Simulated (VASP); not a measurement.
# PbF2 (Pnma) in VASP: single point with PBE

Aim: the single point of PbF2 with PBE.

All numbers are computed with VASP 6.6.1; they aren't measurements. Logs are shortened: lines on timing, memory, paths and dates and some standing lists are left out, and cuts for length are marked.

## Step 1: The cell of the first run

The structure is orthorhombic, space group Pnma (No. 62). Conventional cell: a = 6.427 Å, b = 3.891 Å, c = 7.636 Å, α = 90.00°, β = 90.00°, γ = 90.00°. Within 3.2 Å of Pb (site symmetry m) lie 9 F at 2.45 to 3.04 Å. Within 3.3 Å of F (site symmetry m) lie 4 Pb at 2.46 to 2.58 Å and 8 F at 2.85 to 3.21 Å. Within 3.2 Å of F (site symmetry m) lie 5 Pb at 2.45 to 3.04 Å and 7 F at 2.97 to 3.11 Å.

## Step 2: Single point, PBE

INCAR

```
PREC = Accurate ; ENCUT = 520
EDIFF = 1E-6 ; ISMEAR = -1
SIGMA = 0.02 ; LREAL = F
LASPH = T ; NELM = 100
ALGO = Normal ; ISIF = 2
LWAVE = F ; LCHARG = F
GGA = PE ; NBANDS = 68
```

KPOINTS

```
Automatic mesh
0
Gamma
  4 6 3
```

POSCAR

```
PbF2
1.0
    6.4268900000      0.0000000000      0.0000000000
    0.0000000000      3.8909800000      0.0000000000
    0.0000000000      0.0000000000      7.6357400000
Pb F
4 8
Direct
    0.7447269458      0.7500000000      0.1063009767
    0.2552730542      0.2500000000      0.8936990233
    0.7552730542      0.2500000000      0.6063009767
    0.2447269458      0.7500000000      0.3936990233
    0.1409329427      0.7500000000      0.0667373387
    0.8590670573      0.2500000000      0.9332626613
    0.3590670573      0.2500000000      0.5667373387
    0.6409329427      0.7500000000      0.4332626613
    0.5259929511      0.7500000000      0.8429591966
    0.4740070489      0.2500000000      0.1570408034
    0.9740070489      0.2500000000      0.3429591966
    0.0259929511      0.7500000000      0.6570408034
```

Potentials or basis: VASP PAW PBE potentials, release 64 (Pb_d, F).

Launch:

```sh
cat potpaw_PBE.64/Pb_d/POTCAR potpaw_PBE.64/F/POTCAR > POTCAR
mpirun -np 1 vasp_std > vasp.out
```

OUTCAR:

```text
PREC = Accurate
   ENCUT = 520
   EDIFF = 1E-6
   ISMEAR = -1
   LREAL = F
   LASPH = T
   NELM = 100
   ISIF = 2
   GGA = PE

 ion  position               nearest neighbor table
   1  0.745  0.750  0.106-   9 2.45   6 2.46   6 2.46   5 2.56   8 2.58  10 2.64  10 2.64   4 3.89
                             4 3.89   2 4.04   2 4.04
   2  0.255  0.250  0.894-  10 2.45   5 2.46   5 2.46   6 2.56   7 2.58   9 2.64   9 2.64   3 3.89
                             3 3.89   1 4.04   1 4.04
   3  0.755  0.250  0.606-  11 2.45   8 2.46   8 2.46   7 2.56   6 2.58  12 2.64  12 2.64   2 3.89
                             2 3.89   4 4.04   4 4.04
   4  0.245  0.750  0.394-  12 2.45   7 2.46   7 2.46   8 2.56   5 2.58  11 2.64  11 2.64   1 3.89
                             1 3.89   3 4.04   3 4.04
   5  0.141  0.750  0.067-   2 2.46   2 2.46   1 2.56   4 2.58
   6  0.859  0.250  0.933-   1 2.46   1 2.46   2 2.56   3 2.58
   7  0.359  0.250  0.567-   4 2.46   4 2.46   3 2.56   2 2.58
   8  0.641  0.750  0.433-   3 2.46   3 2.46   4 2.56   1 2.58
   9  0.526  0.750  0.843-   1 2.45   2 2.64   2 2.64
  10  0.474  0.250  0.157-   2 2.45   1 2.64   1 2.64
  11  0.974  0.250  0.343-   3 2.45   4 2.64   4 2.64
  12  0.026  0.750  0.657-   4 2.45   3 2.64   3 2.64

  LATTYP: Found a simple orthorhombic cell.
 ALAT       =     3.8909800000
 B/A-ratio  =     1.6517406926
 C/A-ratio  =     1.9624207783

  Lattice vectors:

 A1 = (   0.0000000000,  -3.8909800000,   0.0000000000)
 A2 = (   6.4268900000,   0.0000000000,   0.0000000000)
 A3 = (   0.0000000000,   0.0000000000,   7.6357400000)

Analysis of symmetry for initial positions (statically):
=====================================================================
 Subroutine PRICEL returns:
 Original cell was already a primitive cell.

 Routine SETGRP: Setting up the symmetry group for a
 simple orthorhombic supercell.

 Subroutine GETGRP returns: Found  8 space group operations
 (whereof  2 operations were pure point group operations)
 out of a pool of  8 trial point group operations.

The static configuration has the point symmetry S_2 .
 The point group associated with its full space group is D_2h.

Analysis of symmetry for dynamics (positions and initial velocities):
=====================================================================
 Subroutine PRICEL returns:
 Original cell was already a primitive cell.

 Routine SETGRP: Setting up the symmetry group for a
 simple orthorhombic supercell.

 Subroutine GETGRP returns: Found  8 space group operations
 (whereof  2 operations were pure point group operations)
 out of a pool of  8 trial point group operations.

The dynamic configuration has the point symmetry S_2 .
 The point group associated with its full space group is D_2h.

 Subroutine INISYM returns: Found  8 space group operations
 (whereof  2 operations are pure point group operations),
 and found     1 'primitive' translations

----------------------------------------------------------------------------------------

                                     Primitive cell

  volume of cell :     190.9462

  direct lattice vectors                    reciprocal lattice vectors
     6.426890000  0.000000000  0.000000000     0.155596253  0.000000000  0.000000000
     0.000000000  3.890980000  0.000000000     0.000000000  0.257004662  0.000000000
     0.000000000  0.000000000  7.635740000     0.000000000  0.000000000  0.130963076

  length of vectors
     6.426890000  3.890980000  7.635740000     0.155596253  0.257004662  0.130963076

  position of ions in fractional coordinates (direct lattice)
     0.744726946  0.750000000  0.106300977
     0.255273054  0.250000000  0.893699023
     0.755273054  0.250000000  0.606300977
     0.244726946  0.750000000  0.393699023
     0.140932943  0.750000000  0.066737339
     0.859067057  0.250000000  0.933262661
     0.359067057  0.250000000  0.566737339
     0.640932943  0.750000000  0.433262661
     0.525992951  0.750000000  0.842959197
     0.474007049  0.250000000  0.157040803
     0.974007049  0.250000000  0.342959197
     0.025992951  0.750000000  0.657040803

  ion indices of the primitive-cell ions
   primitive index   ion index
                 1           1
                 2           2
                 3           3
                 4           4
                 5           5
                 6           6
                 7           7
                 8           8
                 9           9
                10          10
                11          11
                12          12

----------------------------------------------------------------------------------------

 KPOINTS: Automatic mesh

Automatic generation of k-mesh.
 Grid dimensions read from file:
 generate k-points for:    4    6    3

 Generating k-lattice:

  Cartesian coordinates                     Fractional coordinates (reciprocal lattice)
     0.038899063  0.000000000  0.000000000     0.250000000  0.000000000  0.000000000
     0.000000000  0.042834110  0.000000000     0.000000000  0.166666667  0.000000000
     0.000000000  0.000000000  0.043654359     0.000000000  0.000000000  0.333333333

  Length of vectors
     0.038899063  0.042834110  0.043654359

  Shift w.r.t. Gamma in fractional coordinates (k-lattice)
     0.000000000  0.000000000  0.000000000

 Subroutine IBZKPT returns following result:
 ===========================================

 Found     24 irreducible k-points:

 Following reciprocal coordinates:
            Coordinates               Weight
  0.000000  0.000000  0.000000      1.000000
  0.250000  0.000000  0.000000      2.000000
  0.500000  0.000000  0.000000      1.000000
  0.000000  0.166667  0.000000      2.000000
  0.250000  0.166667  0.000000      4.000000
  0.500000  0.166667  0.000000      2.000000
[... 16 lines left out ...]
  0.250000  0.500000  0.333333      4.000000
  0.500000  0.500000  0.333333      2.000000
   k-points           NKPTS =     24   k-points in BZ     NKDIM =     24   number of bands    NBANDS=     68
   number of dos      NEDOS =    301   number of ions     NIONS =     12
   total plane-waves  NPLWV =  86400
   dimension x,y,z NGX =    48 NGY =   30 NGZ =   60
   dimension x,y,z NGXF=    96 NGYF=   60 NGZF=  120
   ions per type =               4   8
   NGX,Y,Z   is equivalent  to a cutoff of  12.42, 12.82, 13.06 a.u.
   NGXF,Y,Z  is equivalent  to a cutoff of  24.83, 25.64, 26.13 a.u.
 SYSTEM =  unknown system
   PREC   = accura    normal or accurate (medium, high low for compatibility)
   ISTART =      0    job   : 0-new  1-cont  2-samecut
   ICHARG =      2    charge: 1-file 2-atom 10-const
   ISPIN  =      1    spin polarized calculation?
   LNONCOLLINEAR =      F non collinear calculations
   LSORBIT =      F    spin-orbit coupling
   LASPH  =      T    aspherical Exc in radial PAW
   ENCUT  =  520.0 eV  38.22 Ry    6.18 a.u.  11.95  7.23 14.20*2*pi/ulx,y,z
   NELM   =    100;   NELMIN=  2; NELMDL= -5     # of ELM steps
   EDIFF  = 0.1E-05   stopping-criterion for ELM
   LREAL  =      F    real-space projection
   EDIFFG = 0.1E-04   stopping-criterion for IOM
   NSW    =      0    number of steps for IOM
   IBRION =     -1    ionic relax: 0-MD 1-quasi-New 2-CG
   NFREE  =      0    steps in history (QN), initial steepest desc. (CG)
   ISIF   =      2    stress and relaxation
   ISYM   =      2    0-nonsym 1-usesym 2-fastsym
   POTIM  = 0.5000    time-step for ionic-motion
   TEBEG  =    0.0;   TEEND  =   0.0 temperature during run
   PSTRESS=    0.0 pullay stress
   NELECT =     112.0000    total number of electrons
   NUPDOWN=      -1.0000    fix difference up-down
   EMIN   =  10.00;   EMAX   =-10.00  energy-range for DOS
   EFERMI =   0.00;   METHOD = LEGACY
   ISMEAR =    -1;   SIGMA  =   0.02  broadening in eV -4-tet -1-fermi 0-gaus
   EFERMI_NEDOS =   21; number of points for ismear=-14 and -15
   IALGO  =     38    algorithm
   IMIX   =      4    mixing-type and parameters
     AMIX     =   0.40;   BMIX     =  1.00
     AMIX_MAG =   1.60;   BMIX_MAG =  1.00
  volume/ion in A,a.u.               =      15.91       107.38
  Fermi-wavevector in a.u.,A,eV,Ry     =   1.370389  2.589660 25.551276  1.877966
  Thomas-Fermi vector in A             =   2.496180
   LORBIT       =      0    0 simple, 1 ext, 2 COOP (PROOUT), +10 PAW based schemes
   GGA     = PE    functional components
   LHFCALC =     F    Hartree Fock is set to
   AEXX    =    0.0000 exact exchange contribution
   IVDW    =     0    specifies the selected vdW correction
   LEPSILON=     F    determine dielectric tensor
   LRPA    =     F    only Hartree local field effects (RPA)
 non-spin polarized calculation
  energy-cutoff  :      520.00
  volume of cell :      190.95
 maximum number of plane-waves:      5166
 NGX is ok and might be reduce to    48
   NGX = 23   NGY = 15   NGZ = 29

 number of electron     112.0000067 magnetization

 Free energy of the ion-electron system (eV)
  ---------------------------------------------------
  ext. energy  EPLUGINS =         0.00000000
  ---------------------------------------------------
  free energy    TOTEN  =       -57.01521718 eV

  energy without entropy =      -57.01521718  energy(sigma->0) =      -57.01521718

 E-fermi :   3.1948     XC(G=0): -10.0292

 val. band max:        2.7159729008   @ k =   0.0000   0.3333   0.0000
 cond. band min:       7.0087301418   @ k =   0.0000   0.0000   0.0000
 fundamental gap:      4.2927572410
 Fermi energy:         3.1948063657

 k-point     1 :       0.0000    0.0000    0.0000
  band No.  band energies     occupation
      1     -18.6921      2.00000
      2     -18.5690      2.00000
      3     -18.3477      2.00000
      4     -18.3342      2.00000
      5     -18.0214      2.00000
      6     -17.9900      2.00000
[... 60 lines left out ...]
     67      10.6459      0.00000
     68      11.0972      0.00000
[... 1631 lines left out ...]
     67      10.4636      0.00000
     68      10.4636      0.00000

------------------------ aborting loop because EDIFF is reached ----------------------------------------

  FORCE on cell =-STRESS in cart. coord.  units (eV):
  Direction    XX          YY          ZZ          XY          YZ          ZX
  --------------------------------------------------------------------------------------
  -------------------------------------------------------------------------------------
  Total        3.3740481      3.2992731      3.6135718     -0.0000000      0.0000000      0.0000000
  in kB       28.3107157     27.6832992     30.3204940     -0.0000000      0.0000000      0.0000000
  external PRESSURE =      28.7715030 kB  Pullay stress =       0.0000000 kB

 VOLUME and BASIS-vectors are now :
 -----------------------------------------------------------------------------
  energy-cutoff  :      520.00
  volume of cell :      190.95
      direct lattice vectors                 reciprocal lattice vectors
     6.426890000  0.000000000  0.000000000     0.155596253  0.000000000  0.000000000
     0.000000000  3.890980000  0.000000000     0.000000000  0.257004662  0.000000000
     0.000000000  0.000000000  7.635740000     0.000000000  0.000000000  0.130963076

 POSITION                                       TOTAL-FORCE (eV/Angst)
 -----------------------------------------------------------------------------------
      4.78628      2.91824      0.81169        -0.002396      0.000000      0.012543
      1.64061      0.97274      6.82405         0.002396     -0.000000     -0.012543
      4.85406      0.97274      4.62956         0.002396     -0.000000      0.012543
      1.57283      2.91824      3.00618        -0.002396      0.000000     -0.012543
      0.90576      2.91824      0.50959        -0.004105      0.000000      0.006072
      5.52113      0.97274      7.12615         0.004105     -0.000000     -0.006072
      2.30768      0.97274      4.32746         0.004105     -0.000000      0.006072
      4.11921      2.91824      3.30828        -0.004105     -0.000000     -0.006072
      3.38050      2.91824      6.43662        -0.001451     -0.000000     -0.008837
      3.04639      0.97274      1.19912         0.001451      0.000000      0.008837
      6.25984      0.97274      2.61875         0.001451     -0.000000     -0.008837
      0.16705      2.91824      5.01699        -0.001451      0.000000      0.008837
 -----------------------------------------------------------------------------------
    total drift:                                0.000000      0.000000     -0.000000

  FREE ENERGIE OF THE ION-ELECTRON SYSTEM (eV)
  ---------------------------------------------------
  free  energy   TOTEN  =       -57.0152171768 eV

  energy  without entropy=      -57.0152171768  energy(sigma->0) =      -57.01521718
```

Run time: 4.8 min. Hardware: 1 thread of Intel Xeon Platinum 8488C (Sapphire Rapids), shared host; peak memory 0.39 GiB.

Results:

* Free energy: -57.0152 eV
* Pressure: 2.9 GPa
* Largest force: 0.013 eV/Å
* Band gap on the k mesh: 4.29 eV, indirect (least direct gap 4.56 eV)

Forces in eV/Å, atoms in the order of the input:
```
Pb  -0.002  0.000  0.013
Pb   0.002  0.000 -0.013
Pb   0.002  0.000  0.013
Pb  -0.002  0.000 -0.013
F   -0.004  0.000  0.006
F    0.004  0.000 -0.006
F    0.004  0.000  0.006
F   -0.004  0.000 -0.006
F   -0.001  0.000 -0.009
F    0.001  0.000  0.009
F    0.001  0.000 -0.009
F   -0.001  0.000  0.009
```

Levels at points of the mesh, in eV from the valence-band top:
```
           k point  band 54  band 55  band 56  band 57  band 58  band 59
(0.00, 0.00, 0.00)    -0.34    -0.29    -0.26     4.29     4.91     5.68
(0.50, 0.00, 0.00)    -0.94    -0.27    -0.27     4.42     4.42     5.43
(0.00, 0.50, 0.00)    -0.70    -0.12    -0.12     4.88     4.88     5.64
(0.50, 0.50, 0.00)    -0.49    -0.49    -0.49     4.92     4.92     4.92
```

Caveat: spin-orbit coupling is left out, which moves the levels of the heavy elements. A k mesh can miss the band edges.
